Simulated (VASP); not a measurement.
# BN (P4_2/mnm) in VASP: notebook, part 2 of 2

VASP 6.6.1.

**3. Single point, PBE**

This run uses another cell than the first one, of the same volume but with other edges.

File INCAR:

```
SYSTEM = BN
PREC = Accurate
ENCUT = 520
EDIFF = 1E-6
ISMEAR = 0
SIGMA = 0.05
LREAL = .False.
LASPH = .True.
NELM = 80
ALGO = Normal
ISIF = 2
LWAVE = .False.
LCHARG = .False.
GGA = PE
NBANDS = 26
```

File KPOINTS:

```
regular mesh
0
Gamma
  6 6 10
  0 0 0
```

File POSCAR:

```
BN
1.0
    4.3563000000      0.0000000000      0.0000000000
    0.0000000000      4.3563000000      0.0000000000
    0.0000000000      0.0000000000      2.3198000000
B N
4 4
Direct
    0.1742811368      0.8257188632      0.5000000000
    0.3257188632      0.3257188632      0.0000000000
    0.6742811368      0.6742811368      0.0000000000
    0.8257188632      0.1742811368      0.5000000000
    0.8126115048      0.8126115048      0.5000000000
    0.3126115048      0.6873884952      0.0000000000
    0.6873884952      0.3126115048      0.0000000000
    0.1873884952      0.1873884952      0.5000000000
```

Potentials or basis: VASP PAW PBE potentials, release 64 (B, N).

Command:

```
> cat potpaw_PBE.64/B/POTCAR potpaw_PBE.64/N/POTCAR > POTCAR
> mpirun -np 1 vasp_std > vasp.out
```

OUTCAR:

```text
SYSTEM = BN
   PREC = Accurate
   ENCUT = 520
   EDIFF = 1E-6
   ISMEAR = 0
   LREAL = .False.
   LASPH = .True.
   NELM = 80
   ISIF = 2
   GGA = PE

 ion  position               nearest neighbor table
   1  0.174  0.826  0.500-   6 1.44   6 1.44   8 1.58   5 1.58   4 2.15
   2  0.326  0.326  0.000-   8 1.44   8 1.44   6 1.58   7 1.58   3 2.15
   3  0.674  0.674  0.000-   5 1.44   5 1.44   7 1.58   6 1.58   2 2.15
   4  0.826  0.174  0.500-   7 1.44   7 1.44   8 1.58   5 1.58   1 2.15
   5  0.813  0.813  0.500-   3 1.44   3 1.44   4 1.58   1 1.58
   6  0.313  0.687  0.000-   1 1.44   1 1.44   3 1.58   2 1.58
   7  0.687  0.313  0.000-   4 1.44   4 1.44   2 1.58   3 1.58
[... 912 lines left out ...]
  in kB      287.9354786    287.9354786   1277.4211054      0.0000000      0.0000000      0.0000000
  external PRESSURE =     617.7640209 kB  Pullay stress =       0.0000000 kB

 VOLUME and BASIS-vectors are now :
 -----------------------------------------------------------------------------
  energy-cutoff  :      520.00
  volume of cell :       44.02
      direct lattice vectors                 reciprocal lattice vectors
     4.356300000  0.000000000  0.000000000     0.229552602  0.000000000  0.000000000
     0.000000000  4.356300000  0.000000000     0.000000000  0.229552602  0.000000000
     0.000000000  0.000000000  2.319800000     0.000000000  0.000000000  0.431071644

 POSITION                                       TOTAL-FORCE (eV/Angst)
 -----------------------------------------------------------------------------------
      0.75922      3.59708      1.15990        -0.598999      0.598999     -0.000000
      1.41893      1.41893      0.00000         0.598999      0.598999      0.000000
      2.93737      2.93737      0.00000        -0.598999     -0.598999     -0.000000
      3.59708      0.75922      1.15990         0.598999     -0.598999     -0.000000
      3.53998      3.53998      1.15990         0.709404      0.709404     -0.000000
      1.36183      2.99447      0.00000         0.709404     -0.709404      0.000000
      2.99447      1.36183      0.00000        -0.709404      0.709404     -0.000000
      0.81632      0.81632      1.15990        -0.709404     -0.709404      0.000000
 -----------------------------------------------------------------------------------
    total drift:                                0.000000     -0.000000     -0.000000

  FREE ENERGIE OF THE ION-ELECTRON SYSTEM (eV)
  ---------------------------------------------------
  free  energy   TOTEN  =       -67.2899283221 eV

  energy  without entropy=      -67.2899283221  energy(sigma->0) =      -67.28992832
```

OSZICAR:

```text
N       E                     dE             d eps       ncg     rms          rms(c)
DAV:   1     0.119824885836E+03    0.11982E+03   -0.17197E+04  3120   0.122E+03
DAV:   2    -0.660028785502E+02   -0.18583E+03   -0.17455E+03  4130   0.294E+02
DAV:   3    -0.726630360667E+02   -0.66602E+01   -0.66224E+01  4244   0.521E+01
DAV:   4    -0.727030241833E+02   -0.39988E-01   -0.39956E-01  3838   0.432E+00
DAV:   5    -0.727033963097E+02   -0.37213E-03   -0.37201E-03  4180   0.390E-01    0.154E+01
DAV:   6    -0.678817476648E+02    0.48216E+01   -0.92974E+00  3822   0.186E+01    0.739E+00
DAV:   7    -0.673714623180E+02    0.51029E+00   -0.10183E+00  3822   0.635E+00    0.432E+00
DAV:   8    -0.672922055131E+02    0.79257E-01   -0.19327E-01  3698   0.288E+00    0.427E-01
DAV:   9    -0.672892546005E+02    0.29509E-02   -0.11008E-02  3878   0.774E-01    0.246E-01
DAV:  10    -0.672898983581E+02   -0.64376E-03   -0.10644E-03  3782   0.215E-01    0.481E-02
DAV:  11    -0.672899191337E+02   -0.20776E-04   -0.14260E-04  3908   0.771E-02    0.211E-02
DAV:  12    -0.672899280818E+02   -0.89480E-05   -0.15357E-05  3788   0.289E-02    0.364E-03
DAV:  13    -0.672899283221E+02   -0.24036E-06   -0.36446E-07  2556   0.487E-03
   1 F= -.67289928E+02 E0= -.67289928E+02  d E =-.798456E-21
```

stdout:

```text
POSCAR found type information on POSCAR B N
 POSCAR found :  2 types and       8 ions
 scaLAPACK will be used
 LDA part: xc-table for (Slater+PW92), standard interpolation
 POSCAR, INCAR and KPOINTS ok, starting setup
 FFT: planning ... GRIDC
 FFT: planning ... GRID_SOFT
 FFT: planning ... GRID
 WAVECAR not read
 entering main loop
```

It took 19 s on 1 thread of Intel Xeon 6975P-C (Granite Rapids), shared host; peak memory 0.17 GiB.

Results:

| Property | Result |
| --- | --- |
| Free energy | -67.2899 eV |
| Pressure | 61.8 GPa |
| Largest force | 1.003 eV/Å |
| Band gap on the k mesh | 4.56 eV, indirect (least direct gap 6.05 eV) |

Forces on the atoms (eV/Å):
```
B   -0.599  0.599  0.000
B    0.599  0.599  0.000
B   -0.599 -0.599  0.000
B    0.599 -0.599  0.000
N    0.709  0.709  0.000
N    0.709 -0.709  0.000
N   -0.709  0.709  0.000
N   -0.709 -0.709  0.000
```

Levels at points of the mesh, in eV from the valence-band top:
```csv
k point,band 12,band 13,band 14,band 15,band 16,band 17,band 18,band 19,band 20,band 21
"(0.00, 0.00, 0.00)",-1.78,-0.32,-0.32,-0.09,0.00,7.82,7.82,8.64,8.66,9.40
"(0.50, 0.00, 0.00)",-3.17,-1.57,-1.57,-0.95,-0.95,7.82,7.82,9.15,9.15,10.76
"(0.50, 0.50, 0.00)",-3.66,-2.46,-2.46,-1.92,-1.92,7.55,7.55,10.29,10.29,11.12
"(0.00, 0.00, 0.50)",-5.17,-4.86,-4.86,-3.62,-3.62,6.48,6.48,10.49,10.49,11.76
"(0.50, 0.00, 0.50)",-4.97,-3.83,-3.83,-2.81,-2.81,7.09,7.09,8.93,8.93,9.49
"(0.50, 0.50, 0.50)",-4.19,-3.15,-3.15,-2.95,-2.95,6.49,6.49,7.23,7.23,8.33
```

Caveat: forces of over 1 eV/Å act on the atoms, so gaps and moduli don't describe the material at rest.

**4. Single point, PBE**

This run uses another cell than the first one, of 5.57 Å³/atom, 1.010 times its volume.

INCAR: that of step 3 with these lines changed.

```diff
@@ -8,3 +8,3 @@
 LASPH = .True.
-NELM = 80
+NELM = 100
 ALGO = Normal
```

File KPOINTS:

```
Automatic mesh
0
Gamma
  6 6 10
  0 0 0
```

POSCAR: that of step 3 with these lines changed.

```diff
@@ -2,5 +2,5 @@
 1.0
-    4.3563000000      0.0000000000      0.0000000000
-    0.0000000000      4.3563000000      0.0000000000
-    0.0000000000      0.0000000000      2.3198000000
+    4.4559000000      0.0000000000      0.0000000000
+    0.0000000000      4.4559000000      0.0000000000
+    0.0000000000      0.0000000000      2.2433000000
 B N
```

Command:

```
> cat potpaw_PBE.64/B/POTCAR potpaw_PBE.64/N/POTCAR > POTCAR
> mpirun -np 1 vasp_std > vasp.out
```

Wall time 24 s (1 thread of Intel Xeon 6975P-C (Granite Rapids), shared host); peak memory 0.18 GiB.

It converged, with:

```
Free energy            : -66.1299 eV
Pressure               : 62.7 GPa
Largest force          : 1.710 eV/Å
Band gap on the k mesh : 4.01 eV, indirect (least direct gap 5.48 eV)
```

Forces on the atoms (eV/Å):
```
B   -0.861  0.861  0.000
B    0.861  0.861  0.000
B   -0.861 -0.861  0.000
B    0.861 -0.861  0.000
N    1.209  1.209  0.000
N    1.209 -1.209  0.000
N   -1.209  1.209  0.000
N   -1.209 -1.209  0.000
```

Stress tensor (GPa, compression positive):
```
  7.98   0.00   0.00
  0.00   7.98   0.00
  0.00   0.00 172.25
```

Levels at points of the mesh, in eV from the valence-band top:
```tsv
k point	band 13	band 14	band 15	band 16	band 17	band 18	band 19	band 20
(0.00, 0.00, 0.00)	-1.07	-1.07	-0.51	0.00	6.34	6.34	7.19	7.80
(0.50, 0.00, 0.00)	-2.21	-2.21	-0.82	-0.82	6.35	6.35	8.38	8.38
(0.50, 0.50, 0.00)	-2.09	-2.09	-1.64	-1.64	6.59	6.59	10.08	10.08
(0.00, 0.00, 0.50)	-5.15	-5.15	-3.85	-3.85	5.90	5.90	9.64	9.64
(0.50, 0.00, 0.50)	-3.99	-3.99	-3.35	-3.35	6.47	6.47	8.20	8.20
(0.50, 0.50, 0.50)	-3.37	-3.37	-3.34	-3.34	5.93	5.93	6.36	6.36
```

Caveat: forces of over 1 eV/Å act on the atoms, so gaps and moduli don't describe the material at rest. A k mesh can miss the band edges.

**5. Overview**

```csv
cell,gap on the mesh (eV),pressure (GPa),largest force (eV/Å)
"a = 4.290, b = 4.290, c = 2.396 Å, 8 atoms",4.75,56.6,0.40
"a = 4.356, b = 4.356, c = 2.320 Å, 8 atoms",4.56,61.8,1.00
"a = 4.456, b = 4.456, c = 2.243 Å, 8 atoms",4.01,62.7,1.71
```

Alike in all rows: task single point; level PBE; potentials or basis VASP PAW PBE potentials, release 64 (B, N); no spin polarisation; k mesh 6 × 6 × 10; cutoff (eV) 520; smearing gaussian 0.05 eV.

Caveats: forces of over 1 eV/Å act on the atoms, so gaps and moduli don't describe the material at rest (some runs).

Total energies depend on the potentials used, so only differences within one code and one set of settings carry meaning.
